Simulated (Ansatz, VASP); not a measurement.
## Ga3Sb in VASP and in Ansatz

Contents of INCAR:

```
PREC = Accurate
ENCUT = 520
EDIFF = 1E-7
ISMEAR = 0
SIGMA = 0.15
LREAL = F
LASPH = T
NELM = 100
ALGO = Fast
ISIF = 2
LWAVE = F
LCHARG = F
GGA = PE
IVDW = 12
NBANDS = 30
```

Contents of KPOINTS:

```
Automatic mesh
0
Gamma
  14 14 14
```

The input POSCAR:

```
Ga3Sb
1.0
   -2.1696802862      2.1696802862      4.7900031678
    2.1696802862     -2.1696802862      4.7900031678
    2.1696802862      2.1696802862     -4.7900031678
Ga Sb
3 1
Direct
    0.7500000000      0.2500000000      0.5000000000
    0.2500000000      0.7500000000      0.5000000000
    0.5000000000      0.5000000000      0.0000000000
    0.0000000000      0.0000000000      0.0000000000
```

Input for Ansatz:

```yaml
crystal:
  lattice:
    - [-2.1696802862, 2.1696802862, 4.7900031678]
    - [2.1696802862, -2.1696802862, 4.7900031678]
    - [2.1696802862, 2.1696802862, -4.7900031678]
  atoms:
    - { symbol: Ga, position: [0.75, 0.25, 0.5] }
    - { symbol: Ga, position: [0.25, 0.75, 0.5] }
    - { symbol: Ga, position: [0.5, 0.5, 0.0] }
    - { symbol: Sb, position: [0.0, 0.0, 0.0] }
basis:
  ecutwfc: 420
kpoints:
  mp_grid: { grid: [14, 14, 14] }
hamiltonian:
  xc: pbe
  pseudopotentials: { kind: paw, azcp: { folder: soft_1 } }
  dispersion: d3bj
scf:
  occupations: { method: gaussian, width: 0.15 }
output:
  forces: true
  stress: true
  eigenvalues: true
```

Alike in both runs: task single point; functional PBE; dispersion D3(BJ); k mesh 14 × 14 × 14; occupations gaussian, width 0.15 eV; no spin polarisation.

|  | VASP | Ansatz |
| --- | --- | --- |
| version | VASP 6.6.1 | Ansatz 0.2.0 |
| potentials or method | VASP PAW PBE potentials, release 64 (Ga_d, Sb), cutoff 520 eV | scalar-relativistic, plane waves, PAW |
| valence electrons in the cell | 44 | 54 |

VASP gave:

- gap on the k mesh at the Fermi level (eV): none
- pressure (GPa): -3.5
- traceless stress, the component that is largest in VASP (GPa): -0.37

Q: Estimate Ansatz's values.

A: gap on the k mesh at the Fermi level (eV): none; pressure (GPa): -3.5; traceless stress, the component that is largest in VASP (GPa): -0.36.

A gap of «none» marks a metal or a gap that the smearing closes. VASP's potentials hold 44 valence electrons a cell and Ansatz's 54, so a difference there can come from the potentials and not from the codes.

Spin-orbit coupling is off throughout.
